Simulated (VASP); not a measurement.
The system is Ti.

```
Ti
1.0
     0.00000    2.01638    2.01638
     2.01638    0.00000    2.01638
     2.01638    2.01638    0.00000
Ti
1
Direct
  0.00000 0.00000 0.00000
```

Program: VASP 6.6.1. Alike in all runs: task single point; potentials or basis VASP PAW PBE potentials, release 64 (Ti_sv); no spin polarisation; cell as given; k mesh 11 × 11 × 11; cutoff (eV) 520.

Problem. Order these runs on this cell by their pressure, lowest first.
A. level BLYP+D3(BJ); smearing gaussian 0.025 eV
B. level PBEsol; smearing fermi-dirac 0.05 eV
C. level PBE+D3(BJ)+U; U Ti d U = 6.2 eV; smearing methfessel-paxton 0.05 eV
D. level revPBE; smearing fermi-dirac 0.01 eV
E. level PBE; smearing fermi-dirac 0.05 eV

Solution. A (-6.5 GPa), B (1.5 GPa), E (6.3 GPa), D (8.5 GPa), C (19.9 GPa).

Caveats: the PAW data sets were made with another functional, which shifts forces and pressure a little (some runs); pairwise dispersion overbinds metals, which lowers pressure and volume (some runs); three body term missing (some runs); U without spin polarisation on a metal has little footing (some runs); the U is typed as a test and isn't derived for this compound (some runs).
